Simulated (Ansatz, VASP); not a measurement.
## CdSe: VASP beside Ansatz

```
CELL_PARAMETERS angstrom
0.00000 3.11067 3.11067
3.11067 0.00000 3.11067
3.11067 3.11067 0.00000
ATOMIC_POSITIONS crystal
Cd 0.00000 0.00000 0.00000
Se 0.25000 0.25000 0.25000
```

Alike in both runs: task single point; functional r2SCAN50; k mesh 4 × 4 × 4; occupations fermi-dirac, width 0.05 eV; no spin polarisation.

|  | VASP | Ansatz |
| --- | --- | --- |
| version | VASP 6.6.1 | Ansatz 0.2.0 |
| potentials or method | VASP PAW PBE potentials, release 64 (Cd, Se) | Ansatz PAW |
| plane-wave cutoff (eV) | 520 | 500 |
| valence electrons in the cell | 18 | 36 |

Ansatz gave:

| Item | Value |
| --- | --- |
| gap on the k mesh at the Fermi level (eV) | 3.77 |
| least direct gap on the mesh (eV) | 3.77 |
| pressure (GPa) | -3.1 |

Task: Estimate VASP's values.

Result: gap on the k mesh at the Fermi level (eV): 3.85; least direct gap on the mesh (eV): 3.85; pressure (GPa): -3.2.

VASP's potentials were made for PBE, not for r2SCAN50. VASP's potentials hold 18 valence electrons a cell and Ansatz's 36, so a difference there can come from the potentials and not from the codes.

The k mesh is coarse, so the values compare programs but aren't converged.
